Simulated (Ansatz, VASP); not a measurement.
## C11O: VASP beside Ansatz

Contents of INCAR:

```
SYSTEM = C11O
ALGO = Normal ; DIPOL = 0.5 0.5 0.313
EDIFF = 1E-6 ; ENCUT = 520
GGA = PE ; IDIPOL = 3
ISIF = 2 ; ISMEAR = 0
IVDW = 12 ; LASPH = .True.
LCHARG = .True. ; LDIPOL = .True.
LELF = .True. ; LREAL = .False.
LVACPOTAV = .True. ; LVHAR = .True.
LWAVE = .False. ; NBANDS = 37
NELM = 80 ; PREC = Accurate
SIGMA = 0.05
```

Contents of KPOINTS:

```
k-points
0
Gamma
  8 7 1
  0 0 0
```

The input POSCAR:

```
C11O
1.0
    3.6473242347      0.0000000000      0.0000000000
   -1.6658829406      3.9310150970      0.0000000000
    0.0000000000      0.0000000000     23.5809581735
C O
11 1
Direct
    0.5001799340      0.3333933113      0.1696283913
    0.4998200660      0.6666066887      0.1696283913
    0.5001799340      0.8333933113      0.2218942371
    0.4998200660      0.1666066887      0.2218942371
    0.5000212339      0.3353169667      0.2741412245
    0.4999787661      0.6646830333      0.2741412245
    0.5001286265      0.8366480408      0.3266192407
    0.4998713735      0.1633519592      0.3266192407
    0.4997623712      0.3544335279      0.3744953071
    0.5002376288      0.6455664721      0.3744953071
    0.9997623712      0.8544335279      0.5377626337
    0.9997623712      0.8544335279      0.4889944712
```

Input for Ansatz:

```yaml
crystal:
  lattice:
    - [3.6473242347, 0.0, 0.0]
    - [-1.6658829406, 3.931015097, 0.0]
    - [0.0, 0.0, 23.5809581735]
  atoms:
    - { symbol: C, position: [0.500179934, 0.3333933113, 0.1696283913] }
    - { symbol: C, position: [0.499820066, 0.6666066887, 0.1696283913] }
    - { symbol: C, position: [0.500179934, 0.8333933113, 0.2218942371] }
    - { symbol: C, position: [0.499820066, 0.1666066887, 0.2218942371] }
    - { symbol: C, position: [0.5000212339, 0.3353169667, 0.2741412245] }
    - { symbol: C, position: [0.4999787661, 0.6646830333, 0.2741412245] }
    - { symbol: C, position: [0.5001286265, 0.8366480408, 0.3266192407] }
    - { symbol: C, position: [0.4998713735, 0.1633519592, 0.3266192407] }
    - { symbol: C, position: [0.4997623712, 0.3544335279, 0.3744953071] }
    - { symbol: C, position: [0.5002376288, 0.6455664721, 0.3744953071] }
    - { symbol: O, position: [0.9997623712, 0.8544335279, 0.4889944712] }
    - { symbol: C, position: [0.9997623712, 0.8544335279, 0.5377626337] }
basis:
  ecutwfc: 420
kpoints:
  mp_grid: { grid: [8, 7, 1] }
hamiltonian:
  xc: pbe
  pseudopotentials: { kind: paw, azcp: { folder: soft_1 } }
  dispersion: d3bj
scf:
  occupations: { method: gaussian, width: 0.05 }
output:
  forces: true
  eigenvalues: true
efield:
  axis: 3
  dipole_correction: true
  ramp_width: 0.04
```

Alike in both runs: task single point; functional PBE; dispersion D3(BJ); k mesh 8 × 7 × 1; occupations gaussian, width 0.05 eV; no spin polarisation.

|  | VASP | Ansatz |
| --- | --- | --- |
| version | VASP 6.6.1 | Ansatz 0.2.0 |
| potentials or method | VASP PAW PBE potentials, release 64 (C, O), cutoff 520 eV | scalar-relativistic, plane waves, PAW |
| valence electrons in the cell | 50 | 50 |

```csv
,VASP,Ansatz,Ansatz less VASP
gap on the k mesh at the Fermi level (eV),none,none,-
rms of the force components (eV/Å),1.632,1.669,+0.0370
"work function, face that differs most (eV)",5.81,5.86,+0.047
```

A gap of «none» marks a metal or a gap that the smearing closes.

Noted on VASP's run: the standard files for N, O and F lose accuracy on very short bonds.
